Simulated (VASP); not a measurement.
BeSe5, 6 atoms in the cell. The structure is cubic, space group F-43m (No. 216). Conventional cell: a = 8.028 Å, b = 8.028 Å, c = 8.028 Å, α = 90.00°, β = 90.00°, γ = 90.00°. Be (site symmetry -43m) has 16 Se at 3.33 to 3.48 Å within 4.4 Å. Se (site symmetry 3m) has 9 Se at 2.81 to 3.33 Å and 3 Be at 3.33 Å within 3.7 Å. Se (site symmetry -43m) has 12 Se at 3.33 Å and 4 Be at 3.48 Å within 4.4 Å. 

- Program: VASP 6.6.1
- Task: relaxation of cell and atoms
- Functional: PBE
- Potentials or basis: VASP PAW PBE potentials, release 64 (Be, Se)
- Cutoff: 600 eV
- k mesh: 8 × 8 × 8
- Occupations: gaussian, width 0.1 eV
- Spin: no spin polarisation
- Dipole correction: no
- Further INCAR settings: ALGO = Normal; EDIFF = 1e-07; IBRION = 2; EDIFFG = -0.01; NSW = 100; ISIF = 3

Potentials or basis: VASP PAW PBE potentials, release 64 (Be, Se).

Command:

```console
$ cat potpaw_PBE.64/Be/POTCAR potpaw_PBE.64/Se/POTCAR > POTCAR
$ mpirun -np 1 vasp_std > vasp.out
```

Hardware: 1 thread of Intel(R) Xeon(R) 6975P-C (Granite Rapids) (shared host).

How long does it take, and how much memory?

It took 2.1 min on 1 thread of Intel(R) Xeon(R) 6975P-C (Granite Rapids), with other jobs on the host, peak memory 0.37 GiB. Counts: scf iterations 31, k points 29, ion steps 3.
